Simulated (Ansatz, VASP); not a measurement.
Two plane-wave programs on MgO

```
Mg O
1.0
     3.41910    0.00000    0.00000
    -1.70955    2.96103    0.00000
     0.00000    0.00000    4.61780
Mg O
2 2
Direct
  0.33333 0.66667 0.00366
  0.66667 0.33333 0.50366
  0.33333 0.66667 0.40094
  0.66667 0.33333 0.90094
```

Alike in both runs: task single point; functional PBEsol; k mesh 9 × 9 × 6; occupations gaussian, width 0.05 eV; no spin polarisation.

|  | VASP | Ansatz |
| --- | --- | --- |
| version | VASP 6.6.1 | Ansatz 0.2.0 |
| potentials or method | VASP PAW PBE potentials, release 64 (Mg, O), cutoff 520 eV | scalar-relativistic, plane waves, PAW |
| valence electrons in the cell | 16 | 32 |

|  | VASP | Ansatz | Ansatz less VASP |
| --- | --- | --- | --- |
| gap on the k mesh at the Fermi level (eV) | 3.28 | 3.28 | +0.004 |
| least direct gap on the mesh (eV) | 3.28 | 3.28 | +0.004 |
| pressure (GPa) | 2.9 | 3.1 | +0.20 |
| traceless stress, the component that is largest in VASP (GPa) | 17.84 | 17.45 | -0.383 |
| rms of the force components (eV/Å) | 1.060 | 1.038 | -0.0219 |

VASP's potentials were made for PBE, not for PBEsol, and Ansatz warns of the same on its side. Atom by atom the forces differ by 0.022 eV/Å (rms over components). The functional is the same, so the differences come from potentials, cutoffs and numerics. VASP's potentials hold 16 valence electrons a cell and Ansatz's 32, so a difference there can come from the potentials and not from the codes.
